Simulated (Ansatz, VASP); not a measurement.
F: VASP beside Ansatz

```
CELL_PARAMETERS angstrom
9.00000 0.00000 0.00000
0.00000 9.50000 0.00000
0.00000 0.00000 10.00000
ATOMIC_POSITIONS crystal
F 0.50000 0.50000 0.43080
F 0.50000 0.50000 0.56920
```

Alike in both runs: functional LDA; k mesh 1 × 1 × 1; occupations fermi-dirac, width 0.02 eV; no spin polarisation.

Ansatz relaxed the structure, and its values are those at the end. VASP's run is a single point on that final structure, the one shown.

```csv
,VASP,Ansatz
version,VASP 6.6.1,Ansatz 0.2.0
potentials or method,"VASP PAW LDA potentials, release 64 (F), cutoff 520 eV","plane waves, PAW"
valence electrons in the cell,14,14
```

|  | VASP | Ansatz | Ansatz less VASP |
| --- | --- | --- | --- |
| rms of the force components (eV/Å) | 0.348 | 0.000 | -0.3479 |

LDA's correlation is that of Perdew and Zunger in VASP and of Perdew and Wang (1992) in Ansatz. One of these differences is far larger than is usual between the two programs; its cause wasn't traced. Ansatz's warnings: stress scf threshold loose.
